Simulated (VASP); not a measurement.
# AlZn (P-6m2) in VASP: a series of runs

Runs on AlZn. Level: PBE. Tasks: single point.

Program: VASP 6.6.1. These are calculated values, not measurements. Logs are shortened: lines on timing, memory, paths and dates and some standing lists are left out, and cuts for length are marked.

### 1 The cell of the first run

Symmetry: P-6m2, No. 187, hexagonal system. The conventional cell has a = 3.146 Å, b = 3.146 Å, c = 3.068 Å, α = 90.00°, β = 90.00°, γ = 120.00°. Al (site symmetry -6m2) has 6 Zn at 2.38 Å and 8 Al at 3.07 to 3.15 Å within 3.2 Å. Within 3.2 Å of Zn (site symmetry -6m2) lie 6 Al at 2.38 Å and 8 Zn at 3.07 to 3.15 Å.

### 2 Single point, PBE

INCAR

```
SYSTEM = AlZn
  PREC = Accurate
  ENCUT = 520
  EDIFF = 1E-6
  ISMEAR = 0
  SIGMA = 0.1
  LREAL = .False.
  LASPH = .True.
  NELM = 80
  ALGO = Normal
  ISIF = 2
  LWAVE = .False.
  LCHARG = .True.
  GGA = PE
  LELF = .True.
  LVHAR = .True.
  NBANDS = 14
```

KPOINTS

```
Automatic mesh
0
Gamma
  6 6 6
  0 0 0
```

POSCAR

```
AlZn
1.0
    3.1456389673      0.0000000000      0.0000000000
   -1.5728194836      2.7242032568      0.0000000000
    0.0000000000      0.0000000000      3.0680945467
Al Zn
1 1
Direct
    0.0000000000      0.0000000000      0.0000000000
    0.6666666667      0.3333333333      0.5000000000
```

Potentials or basis: VASP PAW PBE potentials, release 64 (Al, Zn).

On the command line:

```sh
$ cat potpaw_PBE.64/Al/POTCAR potpaw_PBE.64/Zn/POTCAR > POTCAR
$ mpirun -np 1 vasp_std > vasp.out
```

OUTCAR:

```text
SYSTEM = AlZn
   PREC = Accurate
   ENCUT = 520
   EDIFF = 1E-6
   ISMEAR = 0
   LREAL = .False.
   LASPH = .True.
   NELM = 80
   ISIF = 2
   GGA = PE

 ion  position               nearest neighbor table
   1  0.000  0.000  0.000-   2 2.38   2 2.38   2 2.38   2 2.38   2 2.38   2 2.38
   2  0.667  0.333  0.500-   1 2.38   1 2.38   1 2.38   1 2.38   1 2.38   1 2.38

  LATTYP: Found a hexagonal cell.
 ALAT       =     3.1456389673
 C/A-ratio  =     0.9753485949

  Lattice vectors:

 A1 = (   3.1456389673,   0.0000000000,   0.0000000000)
 A2 = (  -1.5728194836,   2.7242032568,   0.0000000000)
 A3 = (   0.0000000000,   0.0000000000,   3.0680945467)

Analysis of symmetry for initial positions (statically):
=====================================================================
 Subroutine PRICEL returns:
 Original cell was already a primitive cell.

 Routine SETGRP: Setting up the symmetry group for a
 hexagonal supercell.

 Subroutine GETGRP returns: Found 12 space group operations
 (whereof 12 operations were pure point group operations)
 out of a pool of 24 trial point group operations.

The static configuration has the point symmetry D_3h.

Analysis of symmetry for dynamics (positions and initial velocities):
=====================================================================
 Subroutine PRICEL returns:
 Original cell was already a primitive cell.

 Routine SETGRP: Setting up the symmetry group for a
 hexagonal supercell.

 Subroutine GETGRP returns: Found 12 space group operations
 (whereof 12 operations were pure point group operations)
 out of a pool of 24 trial point group operations.

The dynamic configuration has the point symmetry D_3h.

 Subroutine INISYM returns: Found 12 space group operations
 (whereof 12 operations are pure point group operations),
 and found     1 'primitive' translations

----------------------------------------------------------------------------------------

                                     Primitive cell

  volume of cell :      26.2916

  direct lattice vectors                    reciprocal lattice vectors
     3.145638967  0.000000000  0.000000000     0.317900436  0.183539902  0.000000000
    -1.572819484  2.724203257  0.000000000     0.000000000  0.367079805  0.000000000
     0.000000000  0.000000000  3.068094547     0.000000000  0.000000000  0.325935197

  length of vectors
     3.145638967  3.145638967  3.068094547     0.367079805  0.367079805  0.325935197

  position of ions in fractional coordinates (direct lattice)
     0.000000000  0.000000000  0.000000000
     0.666666667  0.333333333  0.500000000

  ion indices of the primitive-cell ions
   primitive index   ion index
                 1           1
                 2           2

----------------------------------------------------------------------------------------

 KPOINTS: Automatic mesh

Automatic generation of k-mesh.
 Grid dimensions read from file:
 generate k-points for:    6    6    6

 Generating k-lattice:

  Cartesian coordinates                     Fractional coordinates (reciprocal lattice)
     0.052983406  0.030589984  0.000000000     0.166666667  0.000000000  0.000000000
     0.000000000  0.061179967  0.000000000     0.000000000  0.166666667  0.000000000
     0.000000000  0.000000000  0.054322533     0.000000000  0.000000000  0.166666667

  Length of vectors
     0.061179967  0.061179967  0.054322533

  Shift w.r.t. Gamma in fractional coordinates (k-lattice)
     0.000000000  0.000000000  0.000000000

 Subroutine IBZKPT returns following result:
 ===========================================

 Found     28 irreducible k-points:

 Following reciprocal coordinates:
            Coordinates               Weight
  0.000000  0.000000  0.000000      1.000000
  0.166667  0.000000  0.000000      6.000000
  0.333333  0.000000  0.000000      6.000000
  0.500000  0.000000  0.000000      3.000000
  0.166667  0.166667  0.000000      6.000000
  0.333333  0.166667  0.000000     12.000000
[... 16 lines left out ...]
  0.166667  0.000000  0.500000      6.000000
  0.333333  0.000000  0.500000      6.000000
 [... further k-points ...]
   k-points           NKPTS =     28   k-points in BZ     NKDIM =     28   number of bands    NBANDS=     14
   number of dos      NEDOS =    301   number of ions     NIONS =      2
   total plane-waves  NPLWV =  13824
   dimension x,y,z NGX =    24 NGY =   24 NGZ =   24
   dimension x,y,z NGXF=    48 NGYF=   48 NGZF=   48
   ions per type =               1   1
   NGX,Y,Z   is equivalent  to a cutoff of  12.68, 12.68, 13.00 a.u.
   NGXF,Y,Z  is equivalent  to a cutoff of  25.37, 25.37, 26.01 a.u.
 SYSTEM =  AlZn
   PREC   = accura    normal or accurate (medium, high low for compatibility)
   ISTART =      0    job   : 0-new  1-cont  2-samecut
   ICHARG =      2    charge: 1-file 2-atom 10-const
   ISPIN  =      1    spin polarized calculation?
   LNONCOLLINEAR =      F non collinear calculations
   LSORBIT =      F    spin-orbit coupling
   LASPH  =      T    aspherical Exc in radial PAW
   ENCUT  =  520.0 eV  38.22 Ry    6.18 a.u.   5.85  5.85  5.70*2*pi/ulx,y,z
   NELM   =     80;   NELMIN=  2; NELMDL= -5     # of ELM steps
   EDIFF  = 0.1E-05   stopping-criterion for ELM
   LREAL  =      F    real-space projection
   EDIFFG = 0.1E-04   stopping-criterion for IOM
   NSW    =      0    number of steps for IOM
   IBRION =     -1    ionic relax: 0-MD 1-quasi-New 2-CG
   NFREE  =      0    steps in history (QN), initial steepest desc. (CG)
   ISIF   =      2    stress and relaxation
   ISYM   =      2    0-nonsym 1-usesym 2-fastsym
   POTIM  = 0.5000    time-step for ionic-motion
   TEBEG  =    0.0;   TEEND  =   0.0 temperature during run
   PSTRESS=    0.0 pullay stress
   NELECT =      15.0000    total number of electrons
   NUPDOWN=      -1.0000    fix difference up-down
   EMIN   =  10.00;   EMAX   =-10.00  energy-range for DOS
   EFERMI =   0.00;   METHOD = LEGACY
   ISMEAR =     0;   SIGMA  =   0.10  broadening in eV -4-tet -1-fermi 0-gaus
   EFERMI_NEDOS =   21; number of points for ismear=-14 and -15
   IALGO  =     38    algorithm
   IMIX   =      4    mixing-type and parameters
     AMIX     =   0.40;   BMIX     =  1.00
     AMIX_MAG =   1.60;   BMIX_MAG =  1.00
  volume/ion in A,a.u.               =      13.15        88.71
  Fermi-wavevector in a.u.,A,eV,Ry     =   1.357791  2.565853 25.083646  1.843596
  Thomas-Fermi vector in A             =   2.484679
   LORBIT       =      0    0 simple, 1 ext, 2 COOP (PROOUT), +10 PAW based schemes
   GGA     = PE    functional components
   LHFCALC =     F    Hartree Fock is set to
   AEXX    =    0.0000 exact exchange contribution
   IVDW    =     0    specifies the selected vdW correction
   LEPSILON=     F    determine dielectric tensor
   LRPA    =     F    only Hartree local field effects (RPA)
 non-spin polarized calculation
 Gauss-broadening in eV      SIGMA  =   0.10
  energy-cutoff  :      520.00
  volume of cell :       26.29
 maximum number of plane-waves:       720
 NGX is ok and might be reduce to    24
   NGX = 11   NGY = 11   NGZ = 11

 number of electron      14.9999983 magnetization

 Free energy of the ion-electron system (eV)
  ---------------------------------------------------
  ext. energy  EPLUGINS =         0.00000000
  ---------------------------------------------------
  free energy    TOTEN  =        -3.38571777 eV

  energy without entropy =       -3.38205184  energy(sigma->0) =       -3.38388481

 E-fermi :   7.4964     XC(G=0): -11.6343

 val. band max:        7.1124382511   @ k =   0.5000   0.0000   0.3333
 cond. band min:       7.5208606401   @ k =   0.3333   0.1667   0.5000
 fundamental gap:      0.4084223890
 Fermi energy:         7.4963822778

 k-point     1 :       0.0000    0.0000    0.0000
  band No.  band energies     occupation
      1      -4.8859      2.00000
      2      -1.4415      2.00000
      3      -1.0859      2.00000
      4      -1.0859      2.00000
      5      -0.8811      2.00000
      6      -0.8811      2.00000
      7       9.5726      0.00000
      8      12.4339      0.00000
      9      12.9206      0.00000
     10      12.9206      0.00000
     11      15.5086      0.00000
     12      15.5086      0.00000
     13      18.5188      0.00000
     14      19.3406      0.00000

 k-point     2 :       0.1667    0.0000    0.0000
  band No.  band energies     occupation
      1      -4.3399      2.00000
      2      -1.4009      2.00000
      3      -1.1235      2.00000
      4      -0.9930      2.00000
      5      -0.9495      2.00000
      6      -0.8964      2.00000
      7       9.0755      0.00000
      8      10.1758      0.00000
      9      11.2108      0.00000
     10      12.6950      0.00000
     11      15.0653      0.00000
     12      18.1050      0.00000
     13      20.8788      0.00000
     14      22.4522      0.00000

 k-point     3 :       0.3333    0.0000    0.0000
  band No.  band energies     occupation
      1      -2.8753      2.00000
      2      -1.4088      2.00000
      3      -1.0785      2.00000
      4      -0.9410      2.00000
      5      -0.9268      2.00000
      6      -0.7952      2.00000
      7       4.5010      2.00000
      8       9.5546      0.00000
      9      11.8574      0.00000
     10      12.3435      0.00000
     11      15.6298      0.00000
     12      18.5463      0.00000
     13      21.1944      0.00000
     14      22.4200      0.00000

 k-point     4 :       0.5000    0.0000    0.0000
  band No.  band energies     occupation
      1      -1.9760      2.00000
      2      -1.4313      2.00000
      3      -1.1396      2.00000
      4      -0.9420      2.00000
      5      -0.6895      2.00000
      6       0.5306      2.00000
      7       1.1245      2.00000
      8       8.9532      0.00000
      9      12.0929      0.00000
     10      13.6552      0.00000
     11      15.9619      0.00000
     12      17.1739      0.00000
     13      18.6688      0.00000
     14      23.4966      0.00000

 k-point     5 :       0.1667    0.1667    0.0000
  band No.  band energies     occupation
      1      -3.3134      2.00000
      2      -1.3713      2.00000
      3      -1.1525      2.00000
      4      -1.0352      2.00000
      5      -0.9315      2.00000
      6      -0.7765      2.00000
      7       6.6407      2.00000
      8       7.6160      0.09069
      9      11.3257      0.00000
     10      14.1120      0.00000
     11      16.8247      0.00000
[... 276 lines left out ...]
 k-point    22 :       0.0000    0.0000    0.5000
  band No.  band energies     occupation
      1      -1.8317      2.00000
      2      -1.1009      2.00000
      3      -1.1009      2.00000
      4      -1.0416      2.00000
      5      -1.0416      2.00000
      6      -0.9098      2.00000
      7       0.2451      2.00000
      8      16.8006      0.00000
      9      16.8006      0.00000
     10      17.0155      0.00000
     11      17.0156      0.00000
     12      18.1997      0.00000
     13      18.1997      0.00000
     14      19.8063      0.00000

 k-point    23 :       0.1667    0.0000    0.5000
  band No.  band energies     occupation
      1      -1.5430      2.00000
      2      -1.5229      2.00000
      3      -1.1268      2.00000
      4      -1.0472      2.00000
      5      -0.9542      2.00000
      6       0.0488      2.00000
      7       0.4662      2.00000
      8      13.0898      0.00000
      9      13.1262      0.00000
     10      15.2403      0.00000
     11      15.2780      0.00000
     12      16.7080      0.00000
     13      18.6123      0.00000
     14      20.6872      0.00000

 k-point    24 :       0.3333    0.0000    0.5000
  band No.  band energies     occupation
      1      -1.7606      2.00000
      2      -1.3630      2.00000
      3      -1.1784      2.00000
      4      -0.7709      2.00000
      5      -0.7688      2.00000
      6       1.6323      2.00000
      7       1.7308      2.00000
      8       8.3668      0.00000
      9       8.8543      0.00000
     10      13.3868      0.00000
     11      14.0950      0.00000
     12      15.2789      0.00000
     13      17.5743      0.00000
     14      24.6360      0.00000

 [... further k-points ...]
[... 5 lines left out ...]
  --------------------------------------------------------------------------------------
  -------------------------------------------------------------------------------------
  Total        5.5452681      5.5452681      8.0026702      0.0000000     -0.0000000     -0.0000000
  in kB      337.9216432    337.9216432    487.6726267      0.0000000     -0.0000000     -0.0000000
  external PRESSURE =     387.8386377 kB  Pullay stress =       0.0000000 kB

 VOLUME and BASIS-vectors are now :
 -----------------------------------------------------------------------------
  energy-cutoff  :      520.00
  volume of cell :       26.29
      direct lattice vectors                 reciprocal lattice vectors
     3.145638967  0.000000000  0.000000000     0.317900436  0.183539902  0.000000000
    -1.572819484  2.724203257  0.000000000     0.000000000  0.367079805  0.000000000
     0.000000000  0.000000000  3.068094547     0.000000000  0.000000000  0.325935197

 POSITION                                       TOTAL-FORCE (eV/Angst)
 -----------------------------------------------------------------------------------
      0.00000      0.00000      0.00000         0.000000     -0.000000      0.000000
      1.57282      0.90807      1.53405        -0.000000      0.000000      0.000000
 -----------------------------------------------------------------------------------
    total drift:                                0.000000     -0.000000      0.000000

  FREE ENERGIE OF THE ION-ELECTRON SYSTEM (eV)
  ---------------------------------------------------
  free  energy   TOTEN  =        -3.3857177681 eV

  energy  without entropy=       -3.3820518428  energy(sigma->0) =       -3.38388481
```

It took 3.4 s on 1 thread of Intel Xeon 6975P-C (Granite Rapids), shared host; peak memory 0.14 GiB.

Results:

```
Free energy            : -3.3857 eV
Pressure               : 38.8 GPa
Band gap on the k mesh : zero (an odd number of electrons rules out a gap without spin polarisation)
```

Stress tensor (GPa, compression positive):
```
33.79  0.00  0.00
 0.00 33.79  0.00
 0.00  0.00 48.77
```

Levels at points of the mesh, in eV from the Fermi level:
| k point | band 3 | band 4 | band 5 | band 6 | band 7 | band 8 | band 9 | band 10 | band 11 | band 12 |
| --- | --- | --- | --- | --- | --- | --- | --- | --- | --- | --- |
| (0.00, 0.00, 0.00) | -8.58 | -8.58 | -8.38 | -8.38 | 2.08 | 4.94 | 5.42 | 5.42 | 8.01 | 8.01 |
| (0.50, 0.00, 0.00) | -8.64 | -8.44 | -8.19 | -6.97 | -6.37 | 1.46 | 4.60 | 6.16 | 8.47 | 9.68 |
| (0.00, 0.00, 0.50) | -8.60 | -8.54 | -8.54 | -8.41 | -7.25 | 9.30 | 9.30 | 9.52 | 9.52 | 10.70 |
| (0.50, 0.00, 0.50) | -8.70 | -8.17 | -8.13 | -4.26 | -3.78 | -2.43 | -1.03 | 5.21 | 6.21 | 7.26 |

Caveat: the k points lie up to 0.38 Å⁻¹ apart, too coarse for converged energies and pressures of a metal.

(Part 1 of 2 ends here.)

The gap in the log of VASP goes by the Fermi energy; the results here count the filled bands.